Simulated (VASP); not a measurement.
A run of VASP 6.6.1:

INCAR

```
SYSTEM = Sn2TeS
ALGO = Normal
EDIFF = 1E-7
ENCUT = 520
GGA = PE
ISIF = 2
ISMEAR = -1
LASPH = .True.
LCHARG = .False.
LREAL = .False.
LWAVE = .False.
NBANDS = 28
NELM = 100
PREC = Accurate
SIGMA = 0.02
```

The input KPOINTS:

```
k-points
0
Gamma
  6 6 4
  0 0 0
```

File POSCAR:

```
Sn2TeS
1.0
    4.3810398211      0.0000000000      0.0000000000
    0.0000000000      4.3810398211      0.0000000000
    0.0000000000      0.0000000000      6.1499981106
S Sn Te
1 2 1
Direct
    0.0000000000      0.0000000000      0.0000000000
    0.0000000000      0.0000000000      0.5000000000
    0.5000000000      0.5000000000      0.0000000000
    0.5000000000      0.5000000000      0.5000000000
```

Potentials or basis: VASP PAW PBE potentials, release 64 (S, Sn_d, Te).

Launch:

```console
$ cat potpaw_PBE.64/S/POTCAR potpaw_PBE.64/Sn_d/POTCAR potpaw_PBE.64/Te/POTCAR > POTCAR
$ mpirun -np 1 vasp_std > vasp.out
```

Hardware: 1 thread of Intel(R) Xeon(R) Platinum 8259CL CPU @ 2.50GHz (Skylake/Cascade Lake) (shared host).

Question: Estimate the wall time of this run.

Answer: Wall time 88 s on 1 thread of Intel(R) Xeon(R) Platinum 8259CL CPU @ 2.50GHz (Skylake/Cascade Lake), on a shared host, peak memory 0.29 GiB. Counts: scf iterations 14, k points 30.
